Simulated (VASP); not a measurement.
# Ga (Cmcm) in VASP: further runs

Ga is run at these levels: PBEsol; tasks: single point.

All numbers are computed with VASP 6.6.1; they aren't measurements. Logs are shortened: lines on timing, memory, paths and dates and some standing lists are left out, and cuts for length are marked.

### 1 The cell of the first run

The structure is orthorhombic, space group Cmcm (No. 63). Conventional cell: a = 2.605 Å, b = 7.672 Å, c = 2.936 Å, α = 90.00°, β = 90.00°, γ = 90.00°. Within 3.3 Å of Ga (site symmetry m2m) lie 10 Ga at 2.52 to 2.94 Å.

### 2 Single point, PBEsol

The input, INCAR:

```
PREC = Accurate ; ENCUT = 520
EDIFF = 1E-6 ; ISMEAR = -1
SIGMA = 0.05 ; LREAL = F
LASPH = T ; NELM = 100
ALGO = Normal ; ISIF = 2
LWAVE = F ; LCHARG = T
GGA = PS ; LELF = T
LVHAR = T ; NBANDS = 20
```

The input, KPOINTS:

```
regular mesh
0
Gamma
  10 10 8
```

The input, POSCAR:

```
Ga
1.0
    1.3024811133     -3.8361231814      0.0000000000
    1.3024811133      3.8361231814      0.0000000000
    0.0000000000      0.0000000000      2.9355257438
Ga
2
Direct
    0.1338679800      0.8661320200      0.7500000000
    0.8661320200      0.1338679800      0.2500000000
```

Potentials or basis: VASP PAW PBE potentials, release 64 (Ga_d).

Started as:

```
> cat potpaw_PBE.64/Ga_d/POTCAR > POTCAR
> mpirun -np 1 vasp_std > vasp.out
```

OUTCAR:

```text
PREC = Accurate
   ENCUT = 520
   EDIFF = 1E-6
   ISMEAR = -1
   LREAL = F
   LASPH = T
   NELM = 100
   ISIF = 2
   GGA = PS

 ion  position               nearest neighbor table
   1  0.134  0.866  0.750-   2 2.52   2 2.52   2 2.65   2 2.65   2 2.65   2 2.65
   2  0.866  0.134  0.250-   1 2.52   1 2.52   1 2.65   1 2.65   1 2.65   1 2.65

  LATTYP: Found a base centered orthorhombic cell.
 ALAT       =     2.6049622266
 B/A-ratio  =     2.9452428463
 C/A-ratio  =     1.1268976240

  Lattice vectors:

 A1 = (   1.3024811133,  -3.8361231814,   0.0000000000)
 A2 = (   1.3024811133,   3.8361231814,   0.0000000000)
 A3 = (   0.0000000000,   0.0000000000,   2.9355257438)

Analysis of symmetry for initial positions (statically):
=====================================================================
 Subroutine PRICEL returns:
 Original cell was already a primitive cell.

 Routine SETGRP: Setting up the symmetry group for a
 base centered orthorhombic supercell.

 Subroutine GETGRP returns: Found  8 space group operations
 (whereof  4 operations were pure point group operations)
 out of a pool of  8 trial point group operations.

The static configuration has the point symmetry C_2h.
 The point group associated with its full space group is D_2h.

Analysis of symmetry for dynamics (positions and initial velocities):
=====================================================================
 Subroutine PRICEL returns:
 Original cell was already a primitive cell.

 Routine SETGRP: Setting up the symmetry group for a
 base centered orthorhombic supercell.

 Subroutine GETGRP returns: Found  8 space group operations
 (whereof  4 operations were pure point group operations)
 out of a pool of  8 trial point group operations.

The dynamic configuration has the point symmetry C_2h.
 The point group associated with its full space group is D_2h.

 Subroutine INISYM returns: Found  8 space group operations
 (whereof  4 operations are pure point group operations),
 and found     1 'primitive' translations

----------------------------------------------------------------------------------------

                                     Primitive cell

  volume of cell :      29.3346

  direct lattice vectors                    reciprocal lattice vectors
     1.302481113 -3.836123181  0.000000000     0.383882726 -0.130339923  0.000000000
     1.302481113  3.836123181  0.000000000     0.383882726  0.130339923  0.000000000
     0.000000000  0.000000000  2.935525744     0.000000000  0.000000000  0.340654481

  length of vectors
     4.051209463  4.051209463  2.935525744     0.405406515  0.405406515  0.340654481

  position of ions in fractional coordinates (direct lattice)
     0.133867980  0.866132020  0.750000000
     0.866132020  0.133867980  0.250000000

  ion indices of the primitive-cell ions
   primitive index   ion index
                 1           1
                 2           2

----------------------------------------------------------------------------------------

 KPOINTS: regular mesh

Automatic generation of k-mesh.
 Grid dimensions read from file:
 generate k-points for:   10   10    8

 Generating k-lattice:

  Cartesian coordinates                     Fractional coordinates (reciprocal lattice)
     0.038388273 -0.013033992  0.000000000     0.100000000  0.000000000  0.000000000
     0.038388273  0.013033992  0.000000000     0.000000000  0.100000000  0.000000000
     0.000000000  0.000000000  0.042581810     0.000000000  0.000000000  0.125000000

  Length of vectors
     0.040540652  0.040540652  0.042581810

  Shift w.r.t. Gamma in fractional coordinates (k-lattice)
     0.000000000  0.000000000  0.000000000

 Subroutine IBZKPT returns following result:
 ===========================================

 Found    155 irreducible k-points:

 Following reciprocal coordinates:
            Coordinates               Weight
  0.000000  0.000000  0.000000      1.000000
  0.100000  0.000000  0.000000      4.000000
  0.200000  0.000000  0.000000      4.000000
  0.300000  0.000000  0.000000      4.000000
  0.400000  0.000000  0.000000      4.000000
  0.500000  0.000000  0.000000      2.000000
[... 16 lines left out ...]
  0.300000  0.300000  0.000000      2.000000
  0.400000  0.300000  0.000000      4.000000
 [... further k-points ...]
   k-points           NKPTS =    155   k-points in BZ     NKDIM =    155   number of bands    NBANDS=     20
   number of dos      NEDOS =    301   number of ions     NIONS =      2
   total plane-waves  NPLWV =  21600
   dimension x,y,z NGX =    30 NGY =   30 NGZ =   24
   dimension x,y,z NGXF=    60 NGYF=   60 NGZF=   48
   ions per type =               2
   NGX,Y,Z   is equivalent  to a cutoff of  12.31, 12.31, 13.59 a.u.
   NGXF,Y,Z  is equivalent  to a cutoff of  24.62, 24.62, 27.18 a.u.
 SYSTEM =  unknown system
   PREC   = accura    normal or accurate (medium, high low for compatibility)
   ISTART =      0    job   : 0-new  1-cont  2-samecut
   ICHARG =      2    charge: 1-file 2-atom 10-const
   ISPIN  =      1    spin polarized calculation?
   LNONCOLLINEAR =      F non collinear calculations
   LSORBIT =      F    spin-orbit coupling
   LASPH  =      T    aspherical Exc in radial PAW
   ENCUT  =  520.0 eV  38.22 Ry    6.18 a.u.   7.53  7.53  5.46*2*pi/ulx,y,z
   NELM   =    100;   NELMIN=  2; NELMDL= -5     # of ELM steps
   EDIFF  = 0.1E-05   stopping-criterion for ELM
   LREAL  =      F    real-space projection
   EDIFFG = 0.1E-04   stopping-criterion for IOM
   NSW    =      0    number of steps for IOM
   IBRION =     -1    ionic relax: 0-MD 1-quasi-New 2-CG
   NFREE  =      0    steps in history (QN), initial steepest desc. (CG)
   ISIF   =      2    stress and relaxation
   ISYM   =      2    0-nonsym 1-usesym 2-fastsym
   POTIM  = 0.5000    time-step for ionic-motion
   TEBEG  =    0.0;   TEEND  =   0.0 temperature during run
   PSTRESS=    0.0 pullay stress
   NELECT =      26.0000    total number of electrons
   NUPDOWN=      -1.0000    fix difference up-down
   EMIN   =  10.00;   EMAX   =-10.00  energy-range for DOS
   EFERMI =   0.00;   METHOD = LEGACY
   ISMEAR =    -1;   SIGMA  =   0.05  broadening in eV -4-tet -1-fermi 0-gaus
   EFERMI_NEDOS =   21; number of points for ismear=-14 and -15
   IALGO  =     38    algorithm
   IMIX   =      4    mixing-type and parameters
     AMIX     =   0.40;   BMIX     =  1.00
     AMIX_MAG =   1.60;   BMIX_MAG =  1.00
  volume/ion in A,a.u.               =      14.67        98.98
  Fermi-wavevector in a.u.,A,eV,Ry     =   1.572556  2.971699 33.646268  2.472931
  Thomas-Fermi vector in A             =   2.673972
   LORBIT       =      0    0 simple, 1 ext, 2 COOP (PROOUT), +10 PAW based schemes
   GGA     = PS    functional components
   LHFCALC =     F    Hartree Fock is set to
   AEXX    =    0.0000 exact exchange contribution
   IVDW    =     0    specifies the selected vdW correction
   LEPSILON=     F    determine dielectric tensor
   LRPA    =     F    only Hartree local field effects (RPA)
 non-spin polarized calculation
  energy-cutoff  :      520.00
  volume of cell :       29.33
 maximum number of plane-waves:       811
   NGX = 15   NGY = 15   NGZ = 11

 number of electron      26.0000008 magnetization

 Free energy of the ion-electron system (eV)
  ---------------------------------------------------
  ext. energy  EPLUGINS =         0.00000000
  ---------------------------------------------------
  free energy    TOTEN  =        -6.36076725 eV

  energy without entropy =       -6.35626141  energy(sigma->0) =       -6.35851433

 E-fermi :   8.2175     XC(G=0): -12.4399

 val. band max:        8.1881461916   @ k =   0.4000   0.4000   0.2500
 cond. band min:       8.2407678878   @ k =   0.2000   0.1000   0.1250
 fundamental gap:      0.0526216962
 Fermi energy:         8.2174504247

 k-point     1 :       0.0000    0.0000    0.0000
  band No.  band energies     occupation
      1      -7.6244      2.00000
      2      -7.5220      2.00000
      3      -7.5063      2.00000
      4      -7.4651      2.00000
      5      -7.0532      2.00000
      6      -7.0091      2.00000
[... 12 lines left out ...]
     19      21.3683      0.00000
     20      22.1502      0.00000

 k-point     2 :       0.1000    0.0000    0.0000
  band No.  band energies     occupation
      1      -7.6033      2.00000
      2      -7.5097      2.00000
      3      -7.4739      2.00000
      4      -7.4071      2.00000
      5      -7.0762      2.00000
      6      -7.0362      2.00000
[... 12 lines left out ...]
     19      22.0138      0.00000
     20      24.6636      0.00000

 k-point     3 :       0.2000    0.0000    0.0000
  band No.  band energies     occupation
      1      -7.5511      2.00000
      2      -7.4788      2.00000
      3      -7.3998      2.00000
      4      -7.2854      2.00000
      5      -7.1263      2.00000
      6      -7.1085      2.00000
[... 12 lines left out ...]
     19      22.2956      0.00000
     20      26.2304      0.00000

 k-point     4 :       0.3000    0.0000    0.0000
  band No.  band energies     occupation
      1      -7.4936      2.00000
      2      -7.4446      2.00000
      3      -7.3591      2.00000
      4      -7.3060      2.00000
      5      -7.2015      2.00000
      6      -7.0559      2.00000
[... 12 lines left out ...]
     19      22.6936      0.00000
     20      24.6154      0.00000

 k-point     5 :       0.4000    0.0000    0.0000
  band No.  band energies     occupation
      1      -7.4889      2.00000
      2      -7.4214      2.00000
      3      -7.3698      2.00000
      4      -7.3271      2.00000
      5      -7.2812      2.00000
      6      -7.0815      2.00000
[... 12 lines left out ...]
     19      21.1973      0.00000
     20      22.9693      0.00000
[... 353 lines left out ...]
      6      -7.0765      2.00000
[... 12 lines left out ...]
     19      20.3992      0.00000
     20      23.6502      0.00000

 k-point    22 :      -0.2000    0.2000    0.0000
  band No.  band energies     occupation
      1      -7.6237      2.00000
      2      -7.5401      2.00000
      3      -7.4546      2.00000
      4      -7.3687      2.00000
      5      -7.1248      2.00000
      6      -7.0369      2.00000
[... 12 lines left out ...]
     19      20.8611      0.00000
     20      21.6918      0.00000

 k-point    23 :       0.3000    0.3000    0.0000
  band No.  band energies     occupation
      1      -7.5204      2.00000
      2      -7.4127      2.00000
      3      -7.3618      2.00000
      4      -7.2186      2.00000
      5      -7.1611      2.00000
      6      -7.1495      2.00000
[... 12 lines left out ...]
     19      20.0030      0.00000
     20      22.3641      0.00000

 k-point    24 :       0.4000    0.3000    0.0000
  band No.  band energies     occupation
      1      -7.4885      2.00000
      2      -7.3555      2.00000
      3      -7.3354      2.00000
      4      -7.2546      2.00000
      5      -7.1946      2.00000
      6      -7.1878      2.00000
[... 12 lines left out ...]
     19      19.0791      0.00000
     20      20.4444      0.00000

 [... further k-points ...]
[... 5 lines left out ...]
  --------------------------------------------------------------------------------------
  -------------------------------------------------------------------------------------
  Total        3.6964913      3.6985791      3.6959751      0.0000000      0.0000000      0.0000000
  in kB      201.8926027    202.0066323    201.8644097      0.0000000      0.0000000      0.0000000
  external PRESSURE =     201.9212149 kB  Pullay stress =       0.0000000 kB

 VOLUME and BASIS-vectors are now :
 -----------------------------------------------------------------------------
  energy-cutoff  :      520.00
  volume of cell :       29.33
      direct lattice vectors                 reciprocal lattice vectors
     1.302481113 -3.836123181  0.000000000     0.383882726 -0.130339923  0.000000000
     1.302481113  3.836123181  0.000000000     0.383882726  0.130339923  0.000000000
     0.000000000  0.000000000  2.935525744     0.000000000  0.000000000  0.340654481

 POSITION                                       TOTAL-FORCE (eV/Angst)
 -----------------------------------------------------------------------------------
      1.30248      2.80906      2.20164         0.000000      0.000603      0.000000
      1.30248     -2.80906      0.73388         0.000000     -0.000603     -0.000000
 -----------------------------------------------------------------------------------
    total drift:                                0.000000      0.000000     -0.000000

  FREE ENERGIE OF THE ION-ELECTRON SYSTEM (eV)
  ---------------------------------------------------
  free  energy   TOTEN  =        -6.3607672498 eV

  energy  without entropy=       -6.3562614111  energy(sigma->0) =       -6.35851433
```

Run time: 78 s. Hardware: 1 thread of Intel Xeon 8259CL, shared host; peak memory 0.21 GiB.

Results:

```
Free energy            : -6.3608 eV
Pressure               : 20.2 GPa
Band gap on the k mesh : zero (bands 13 and 14 overlap by 11.11 eV)
```

Caveat: the cell stands under pressure; the PAW data sets were made with another functional, which shifts forces and pressure a little.

(Continued in part 2 of 2.)
